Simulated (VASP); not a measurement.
# ScBC (P6_3/mmc) in VASP: further runs

The runs below take ScBC through single point, with LDA.

Program: VASP 6.6.1. These are calculated values, not measurements. Logs are shortened: lines on timing, memory, paths and dates and some standing lists are left out, and cuts for length are marked.

## Step 1: The cell of the first run

Symmetry: P6_3/mmc, No. 194, hexagonal system. Conventional cell: a = 2.992 Å, b = 2.992 Å, c = 7.506 Å, α = 90.00°, β = 90.00°, γ = 120.00°. Within 3.4 Å of Sc (site symmetry -3m) lie 6 B at 2.55 Å and 6 C at 2.55 Å and 6 Sc at 2.99 Å. B (site symmetry -6m2) has 3 C at 1.73 Å within 2.3 Å. C (site symmetry -6m2) has 3 B at 1.73 Å within 2.3 Å.

## Step 2: Single point, LDA

INCAR

```
SYSTEM = ScBC
PREC = Accurate
ENCUT = 520
EDIFF = 1E-6
ISMEAR = -1
SIGMA = 0.05
LREAL = .FALSE.
LASPH = .TRUE.
NELM = 80
ALGO = Normal
ISIF = 2
LWAVE = .FALSE.
LCHARG = .FALSE.
GGA = CA
NBANDS = 27
```

KPOINTS

```
Automatic mesh
0
G
  9 9 3
  0 0 0
```

POSCAR

```
ScBC
1.0
    2.9919267882      0.0000000000      0.0000000000
   -1.4959639071      2.5910844866      0.0000000000
    0.0000000000      0.0000000000      7.5062273779
Sc B C
2 2 2
Direct
    0.0000000000      0.0000000000      0.0000000000
    0.0000000000      0.0000000000      0.5000000000
    0.6666666667      0.3333333333      0.2500000000
    0.3333333333      0.6666666667      0.7500000000
    0.6666666667      0.3333333333      0.7500000000
    0.3333333333      0.6666666667      0.2500000000
```

Potentials or basis: VASP PAW LDA potentials, release 64 (Sc_sv, B, C).

Started as:

```console
cat potpaw_LDA.64/Sc_sv/POTCAR potpaw_LDA.64/B/POTCAR potpaw_LDA.64/C/POTCAR > POTCAR
mpirun -np 1 vasp_std > vasp.out
```

OUTCAR:

```text
SYSTEM = ScBC
   PREC = Accurate
   ENCUT = 520
   EDIFF = 1E-6
   ISMEAR = -1
   LREAL = .FALSE.
   LASPH = .TRUE.
   NELM = 80
   ISIF = 2
   GGA = CA

 ion  position               nearest neighbor table
   1  0.000  0.000  0.000-   3 2.55   5 2.55   4 2.55   6 2.55   3 2.55   5 2.55   4 2.55   6 2.55
                             3 2.55   4 2.55   5 2.55   6 2.55
   2  0.000  0.000  0.500-   3 2.55   5 2.55   4 2.55   6 2.55   3 2.55   5 2.55   4 2.55   6 2.55
                             3 2.55   4 2.55   5 2.55   6 2.55
   3  0.667  0.333  0.250-   6 1.73   6 1.73   6 1.73   1 2.55   2 2.55   1 2.55   2 2.55   1 2.55
                             2 2.55
   4  0.333  0.667  0.750-   5 1.73   5 1.73   5 1.73   2 2.55   1 2.55   2 2.55   1 2.55   1 2.55
                             2 2.55
   5  0.667  0.333  0.750-   4 1.73   4 1.73   4 1.73   1 2.55   2 2.55   1 2.55   2 2.55   1 2.55
                             2 2.55
   6  0.333  0.667  0.250-   3 1.73   3 1.73   3 1.73   2 2.55   1 2.55   2 2.55   1 2.55   1 2.55
                             2 2.55

  LATTYP: Found a hexagonal cell.
 ALAT       =     2.9919267882
 C/A-ratio  =     2.5088272238

  Lattice vectors:

 A1 = (   2.9919267882,   0.0000000000,   0.0000000000)
 A2 = (  -1.4959639071,   2.5910844866,   0.0000000000)
 A3 = (   0.0000000000,   0.0000000000,   7.5062273779)

Analysis of symmetry for initial positions (statically):
=====================================================================
 Subroutine PRICEL returns:
 Original cell was already a primitive cell.

 Routine SETGRP: Setting up the symmetry group for a
 hexagonal supercell.

 Subroutine GETGRP returns: Found 24 space group operations
 (whereof 12 operations were pure point group operations)
 out of a pool of 24 trial point group operations.

The static configuration has the point symmetry D_3d.
 The point group associated with its full space group is D_6h.

Analysis of symmetry for dynamics (positions and initial velocities):
=====================================================================
 Subroutine PRICEL returns:
 Original cell was already a primitive cell.

 Routine SETGRP: Setting up the symmetry group for a
 hexagonal supercell.

 Subroutine GETGRP returns: Found 24 space group operations
 (whereof 12 operations were pure point group operations)
 out of a pool of 24 trial point group operations.

The dynamic configuration has the point symmetry D_3d.
[... 108 lines left out ...]
   LREAL  =      F    real-space projection
   EDIFFG = 0.1E-04   stopping-criterion for IOM
   NSW    =      0    number of steps for IOM
   IBRION =     -1    ionic relax: 0-MD 1-quasi-New 2-CG
   NFREE  =      0    steps in history (QN), initial steepest desc. (CG)
   ISIF   =      2    stress and relaxation
   ISYM   =      2    0-nonsym 1-usesym 2-fastsym
   POTIM  = 0.5000    time-step for ionic-motion
   TEBEG  =    0.0;   TEEND  =   0.0 temperature during run
   PSTRESS=    0.0 pullay stress
   NELECT =      36.0000    total number of electrons
   NUPDOWN=      -1.0000    fix difference up-down
   EMIN   =  10.00;   EMAX   =-10.00  energy-range for DOS
   EFERMI =   0.00;   METHOD = LEGACY
   ISMEAR =    -1;   SIGMA  =   0.05  broadening in eV -4-tet -1-fermi 0-gaus
   EFERMI_NEDOS =   21; number of points for ismear=-14 and -15
   IALGO  =     38    algorithm
   IMIX   =      4    mixing-type and parameters
     AMIX     =   0.40;   BMIX     =  1.00
     AMIX_MAG =   1.60;   BMIX_MAG =  1.00
  volume/ion in A,a.u.               =       9.70        65.45
  Fermi-wavevector in a.u.,A,eV,Ry     =   1.394947  2.636067 26.475250  1.945876
  Thomas-Fermi vector in A             =   2.518446
   LORBIT       =      0    0 simple, 1 ext, 2 COOP (PROOUT), +10 PAW based schemes
   GGA     = CA    functional components
   LHFCALC =     F    Hartree Fock is set to
   AEXX    =    0.0000 exact exchange contribution
   IVDW    =     0    specifies the selected vdW correction
   LEPSILON=     F    determine dielectric tensor
   LRPA    =     F    only Hartree local field effects (RPA)
 non-spin polarized calculation
  energy-cutoff  :      520.00
  volume of cell :       58.19
 maximum number of plane-waves:      1589
 NGX is ok and might be reduce to    24
   NGX = 11   NGY = 11   NGZ = 27

 number of electron      36.0000005 magnetization

 Free energy of the ion-electron system (eV)
  ---------------------------------------------------
  ext. energy  EPLUGINS =         0.00000000
  ---------------------------------------------------
  free energy    TOTEN  =       -52.65050719 eV

  energy without entropy =      -52.64140433  energy(sigma->0) =      -52.64595576

 E-fermi :   7.9159     XC(G=0): -12.3877

 val. band max:        7.8512554001   @ k =   0.1111   0.1111   0.3333
 cond. band min:       7.9606664555   @ k =   0.3333   0.1111   0.0000
 fundamental gap:      0.1094110554
 Fermi energy:         7.9159065581

 k-point     1 :       0.0000    0.0000    0.0000
  band No.  band energies     occupation
      1     -40.8839      2.00000
      2     -40.8775      2.00000
      3     -20.2257      2.00000
      4     -20.0656      2.00000
      5     -19.4809      2.00000
      6     -19.4809      2.00000
[... 709 lines left out ...]
     26      12.7258      0.00000
     27      13.6713      0.00000

------------------------ aborting loop because EDIFF is reached ----------------------------------------

  FORCE on cell =-STRESS in cart. coord.  units (eV):
  Direction    XX          YY          ZZ          XY          YZ          ZX
  --------------------------------------------------------------------------------------
  -------------------------------------------------------------------------------------
  Total       -9.6805181     -9.6805173     -7.7700153      0.0000019      0.0000000      0.0000000
  in kB     -266.5354217   -266.5353974   -213.9332078      0.0000528      0.0000000      0.0000000
  external PRESSURE =    -249.0013423 kB  Pullay stress =       0.0000000 kB

 VOLUME and BASIS-vectors are now :
 -----------------------------------------------------------------------------
  energy-cutoff  :      520.00
  volume of cell :       58.19
      direct lattice vectors                 reciprocal lattice vectors
     2.991926788  0.000000000  0.000000000     0.334232777  0.192969459  0.000000000
    -1.495963907  2.591084487  0.000000000     0.000000000  0.385938786  0.000000000
     0.000000000  0.000000000  7.506227378     0.000000000  0.000000000  0.133222716

 POSITION                                       TOTAL-FORCE (eV/Angst)
 -----------------------------------------------------------------------------------
      0.00000      0.00000      0.00000         0.000000      0.000000     -0.000000
      0.00000      0.00000      3.75311         0.000000      0.000000     -0.000000
      1.49596      0.86369      1.87656         0.000000      0.000000     -0.000000
     -0.00000      1.72739      5.62967        -0.000000     -0.000000     -0.000000
      1.49596      0.86369      5.62967        -0.000000      0.000000      0.000000
     -0.00000      1.72739      1.87656         0.000000     -0.000000      0.000000
 -----------------------------------------------------------------------------------
    total drift:                               -0.000000      0.000000      0.000000

  FREE ENERGIE OF THE ION-ELECTRON SYSTEM (eV)
  ---------------------------------------------------
  free  energy   TOTEN  =       -52.6505071854 eV

  energy  without entropy=      -52.6414043335  energy(sigma->0) =      -52.64595576
```

Run time: 16 s. Hardware: 1 thread of Intel Xeon 6975P-C (Granite Rapids), shared host; peak memory 0.17 GiB.

Results:

| Quantity | Value |
| --- | --- |
| Free energy | -52.6505 eV |
| Pressure | -24.9 GPa |
| Band gap on the k mesh | zero (band 18 reaches 8.41 eV, above the bottom of band 19 at 7.52 eV) |

## Step 3: Single point, LDA

This run uses another cell than the first one, of 10.06 Å³/atom, 1.037 times its volume.

INCAR

```
PREC = Accurate
ENCUT = 520
EDIFF = 1E-7
ISMEAR = -1
SIGMA = 0.05
LREAL = False
LASPH = True
NELM = 60
ALGO = Normal
ISIF = 2
LWAVE = False
LCHARG = False
NBANDS = 27
```

KPOINTS

```
regular mesh
0
Gamma
  9 9 3
```

POSCAR: that of step 2 with these lines changed.

```diff
@@ -2,5 +2,5 @@
 1.0
-    2.9919267882      0.0000000000      0.0000000000
-   -1.4959639071      2.5910844866      0.0000000000
-    0.0000000000      0.0000000000      7.5062273779
+    3.0284172965      0.0000000000      0.0000000000
+   -1.5142091675      2.6226861924      0.0000000000
+    0.0000000000      0.0000000000      7.5977757587
 Sc B C
```

Potentials or basis: VASP PAW LDA potentials, release 64 (Sc_sv, B, C).

Started as:

```console
cat potpaw_LDA.64/Sc_sv/POTCAR potpaw_LDA.64/B/POTCAR potpaw_LDA.64/C/POTCAR > POTCAR
mpirun -np 1 vasp_std > vasp.out
```

Run time: 18 s. Hardware: 1 thread of Intel Xeon 6975P-C (Granite Rapids), shared host; peak memory 0.17 GiB.

The run converged. Its results:

| Quantity | Value |
| --- | --- |
| Free energy | -52.2815 eV |
| Pressure | -30.0 GPa |
| Band gap on the k mesh | zero (band 18 reaches 8.07 eV, above the bottom of band 19 at 7.19 eV) |

Stress tensor (GPa, compression positive):
```
-32.39   0.00   0.00
  0.00 -32.39   0.00
  0.00   0.00 -25.18
```

Levels at points of the mesh, in eV from the Fermi level:
```
           k point  band 16  band 17  band 18  band 19  band 20  band 21
(0.00, 0.00, 0.00)    -2.89    -2.25     0.32     1.12     1.12     1.29
```
